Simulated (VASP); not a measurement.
Set up this calculation in VASP 6.6.1, as the native input.

```yaml
Task: single point
Functional: PBE
Potentials_or_basis: VASP PAW PBE potentials, release 64 (Ba_sv, Mg)
Cutoff: 520 eV
k_mesh: 4 × 4 × 4
Occupations: gaussian, width 0.1 eV
Spin: no spin polarisation
Dipole_correction: no
Further_INCAR_settings: ALGO = Fast; EDIFF = 1e-06; NBANDS = 24
```

The structure of Ba3Mg lies in POSCAR:

```
Ba3Mg
1.0
    5.8490195122      0.0000000000      0.0000000000
    0.0000000000      5.8490195122      0.0000000000
    0.0000000000      0.0000000000      5.8490195122
Ba Mg
3 1
Direct
    0.0000000000      0.5000000000      0.5000000000
    0.5000000000      0.0000000000      0.5000000000
    0.5000000000      0.5000000000      0.0000000000
    0.0000000000      0.0000000000      0.0000000000
```

One way to write it, as run:

INCAR

```
PREC = Accurate
ENCUT = 520
EDIFF = 1E-6
ISMEAR = 0
SIGMA = 0.1
LREAL = F
LASPH = T
NELM = 80
ALGO = Fast
ISIF = 2
LWAVE = F
LCHARG = F
GGA = PE
NBANDS = 24
```

KPOINTS

```
Automatic mesh
0
Gamma
  4 4 4
```

Potentials or basis: VASP PAW PBE potentials, release 64 (Ba_sv, Mg).

Run with:

```console
$ cat potpaw_PBE.64/Ba_sv/POTCAR potpaw_PBE.64/Mg/POTCAR > POTCAR
$ mpirun -np 1 vasp_std > vasp.out
```

It gave:

The pressure is 0.2 GPa and the band gap on the k mesh is zero (band 16 reaches 2.08 eV, above the bottom of band 17 at 1.71 eV).

Caveat: spin-orbit coupling is left out, which moves the levels of the heavy elements.

It took 53 s on 1 thread of Intel(R) Xeon(R) Platinum 8488C (Sapphire Rapids), with other jobs on the host, peak memory 0.33 GiB.
